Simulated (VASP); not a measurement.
Write the native input for VASP 6.6.1 that does the following.

```
Task                   : single point
Functional             : PBE
Potentials or basis    : VASP PAW PBE potentials, release 64 (Zr_sv, Si)
Cutoff                 : 500 eV
k mesh                 : 4 × 4 × 4
Occupations            : gaussian, width 0.2 eV
Spin                   : no spin polarisation
Dipole correction      : no
Further INCAR settings : ALGO = Normal; EDIFF = 1e-06; NBANDS = 39
```

The structure of Zr4Si3 lies in POSCAR:

```
Zr4Si3
1.0
    5.2999433805      0.0000000000      0.0000000000
    0.0000000000      5.2999433805      0.0000000000
    0.0000000000      0.0000000000      5.2999433805
Zr Si
4 3
Direct
    0.5000000000      0.5000000000      0.5000000000
    0.5000000000      0.0000000000      0.0000000000
    0.0000000000      0.5000000000      0.0000000000
    0.0000000000      0.0000000000      0.5000000000
    0.5000000000      0.5000000000      0.0000000000
    0.0000000000      0.5000000000      0.5000000000
    0.5000000000      0.0000000000      0.5000000000
```

These files were run (other wordings do the same):

INCAR

```
SYSTEM = Zr4Si3
  ALGO = Normal
  EDIFF = 1E-6
  ENCUT = 500
  GGA = PE
  GGA_COMPAT = .FALSE.
  ISIF = 2
  ISMEAR = 0
  LASPH = .TRUE.
  LCHARG = .FALSE.
  LREAL = .FALSE.
  LWAVE = .FALSE.
  NBANDS = 39
  NELM = 120
  PREC = Accurate
  SIGMA = 0.2
```

KPOINTS

```
k-points
0
G
  4 4 4
  0 0 0
```

Potentials or basis: VASP PAW PBE potentials, release 64 (Zr_sv, Si).

Command:

```console
$ cat potpaw_PBE.64/Zr_sv/POTCAR potpaw_PBE.64/Si/POTCAR > POTCAR
$ mpirun -np 1 vasp_std > vasp.out
```

It gave:

The pressure is 0.1 GPa and the band gap on the k mesh is zero (band 30 reaches 8.33 eV, above the bottom of band 31 at 7.78 eV).

Run time: 2 min on 1 thread of Intel Xeon 8259CL (shared host), peak memory 0.25 GiB.
